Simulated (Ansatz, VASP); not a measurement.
## Two plane-wave programs on Ga3B2As

```
Ga B As
1.0
     3.21897    0.00000    0.00000
     0.00000    3.21897    0.00000
     0.00000    0.00000    8.61801
Ga B As
3 2 1
Cartesian
  1.6095 1.6095 1.7222
  1.6095 1.6095 4.3090
  1.6095 1.6095 6.8958
  0.0000 0.0000 3.4964
  0.0000 0.0000 5.1216
  0.0000 0.0000 0.0000
```

Change from the starting cell: species swapped into the Pr3MgAl2 type (P4/mmm, No. 123).

Alike in both runs: functional PBE; k mesh 6 × 6 × 2; occupations gaussian, width 0.1 eV; no spin polarisation.

Ansatz relaxed the structure, and its values are those at the end. VASP's run is a single point on that final structure, the one shown.

|  | VASP | Ansatz |
| --- | --- | --- |
| version | VASP 6.6.1 | Ansatz 0.2.0 |
| potentials or method | VASP PAW PBE potentials, release 64 (Ga_d, B, As), cutoff 520 eV | scalar-relativistic, plane waves, PAW |
| valence electrons in the cell | 50 | 60 |

|  | VASP | Ansatz | Ansatz less VASP |
| --- | --- | --- | --- |
| gap on the k mesh at the Fermi level (eV) | none | none | - |
| pressure (GPa) | 0.1 | 0.0 | -0.11 |
| rms of the force components (eV/Å) | 0.014 | 0.007 | -0.0068 |

A gap of «none» marks a metal or a gap that the smearing closes. With one functional, cell and mesh, what is left measures potentials, basis and numerics. VASP's potentials hold 50 valence electrons a cell and Ansatz's 60, so a difference there can come from the potentials and not from the codes.

The k mesh is coarse, so the values compare programs but aren't converged.
